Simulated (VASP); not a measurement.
A run of VASP 6.6.1 is set up as follows.

INCAR

```
PREC     = Accurate       # precision mode
ENCUT    = 520            # plane-wave cutoff, eV
EDIFF    = 1E-6           # SCF threshold, eV
ISMEAR   = 0              # smearing method
SIGMA    = 0.05           # smearing width, eV
LREAL    = Auto         
LASPH    = True           # aspherical terms in the spheres
NELM     = 60             # most SCF steps
ALGO     = Normal         # electronic algorithm
ISIF     = 2              # what is computed and relaxed
LWAVE    = False          # write WAVECAR
LCHARG   = True           # write CHGCAR
GGA      = CA             # functional
LELF     = True           # ELF
LVHAR    = True         
NELECT   = 88.0         
NBANDS   = 59             # bands
```

Contents of KPOINTS:

```
regular mesh
0
Gamma
  4 4 2
```

POSCAR

```
Si6O11
1.0
   -2.4333868794      4.2147497096      0.0000000000
    0.0000000000      0.0000000000      5.3651521237
    7.3001606382      4.2147497096      0.0000000000
Si O
6 11
Direct
    0.7676536602      0.3333333333      0.2323463398
    0.2676536602      0.3333333333      0.7323463398
    0.4646926795      0.6666666667      0.0000000000
    0.9646926795      0.6666666667      0.5000000000
    0.2676536602      0.0000000000      0.2676536602
    0.7676536602      0.0000000000      0.7676536602
    0.0706884960      0.2213245393      0.2055640003
    0.5706884960      0.2213245393      0.7055640003
    0.7730017524      0.5546578727      0.3618737519
    0.2730017524      0.5546578727      0.8618737519
    0.6563097516      0.8879912060      0.9325622479
    0.1959665396      0.8754913519      0.3988945722
    0.7730017524      0.7786754607      0.6381262481
    0.6563097516      0.4453421273      0.0674377521
    0.1563097516      0.4453421273      0.5674377521
    0.5706884960      0.1120087940      0.2944359997
    0.0706884960      0.1120087940      0.7944359997
```

Potentials or basis: VASP PAW LDA potentials, release 64 (Si, O).

Command:

```console
$ cat potpaw_LDA.64/Si/POTCAR potpaw_LDA.64/O/POTCAR > POTCAR
$ mpirun -np 1 vasp_std > vasp.out
```

Estimate the largest force.

20.310 eV/Å.

Forces on the atoms (eV/Å):
```
Si    0.774   0.458   0.167
Si   -0.486  -0.454  -0.883
Si   -3.982  -0.126  -1.410
Si   -0.591   0.800  -0.053
Si  -12.485  -1.617  11.792
Si   -1.087  -0.305   1.080
O    -1.176   0.245  -0.748
O     0.150   0.062   0.095
O    -0.503  -0.248   0.038
O     1.499   0.894   1.491
O     2.313   0.158  -0.691
O    16.622   1.404 -11.587
O    -0.746   0.128   0.204
O     0.513  -0.810   1.031
O    -0.253  -0.167   0.510
O    -0.828  -0.527  -0.785
O     0.265   0.104  -0.251
```

Caveat: the cell carries a net charge on a neutralising background, which shifts energy and pressure; the cell differs from its parent crystal (atoms taken out, atom 12 moved 0.875 of the way to it and +0.125 Å across, host rigid).
